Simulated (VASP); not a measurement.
Set up this calculation in VASP 6.6.1, as the native input.

```
Task                   : single point
Functional             : PBEsol
Potentials or basis    : VASP PAW PBE potentials, release 64 (O, C)
Cutoff                 : 520 eV
k mesh                 : 8 × 8 × 4
Occupations            : fermi-dirac, width 0.05 eV
Spin                   : no spin polarisation
Dipole correction      : no
Further INCAR settings : ALGO = Normal; EDIFF = 1e-06; NBANDS = 25
```

The structure of CO2 lies in POSCAR:

```
CO2
1.0
    2.6359112300     -2.3873781200      0.0000000000
    2.6359112300      2.3873781200      0.0000000000
    0.0000000000      0.0000000000      6.5871749100
O C
4 2
Direct
    0.3065085700      0.6934914300      0.6081566100
    0.6934914300      0.3065085700      0.3918433900
    0.1934914300      0.8065085700      0.1081566100
    0.8065085700      0.1934914300      0.8918433900
    0.5000000000      0.5000000000      0.5000000000
    0.0000000000      0.0000000000      0.0000000000
```

One way to write it, as run:

INCAR

```
  ALGO = Normal
  EDIFF = 1E-6
  ENCUT = 520
  GGA = PS
  ISIF = 2
  ISMEAR = -1
  LASPH = T
  LCHARG = T
  LELF = T
  LREAL = F
  LVHAR = T
  LWAVE = F
  NBANDS = 25
  NELM = 60
  PREC = Accurate
  SIGMA = 0.05
```

KPOINTS

```
k-points
0
Gamma
  8 8 4
```

Potentials or basis: VASP PAW PBE potentials, release 64 (O, C).

Launch:

```sh
$ cat potpaw_PBE.64/O/POTCAR potpaw_PBE.64/C/POTCAR > POTCAR
$ mpirun -np 1 vasp_std > vasp.out
```

Results of the run:

```json
{"Pressure": "2.8 GPa", "Largest force": "0.664 eV/Å", "Band gap on the k mesh": "6.52 eV, indirect (least direct gap 7.09 eV)"}
```

Caveat: the PAW data sets were made with another functional, which shifts forces and pressure a little.

Run time: 2.2 min on 1 thread of Intel(R) Xeon(R) Platinum 8259CL CPU @ 2.50GHz (Skylake/Cascade Lake) (shared host), peak memory 0.24 GiB.
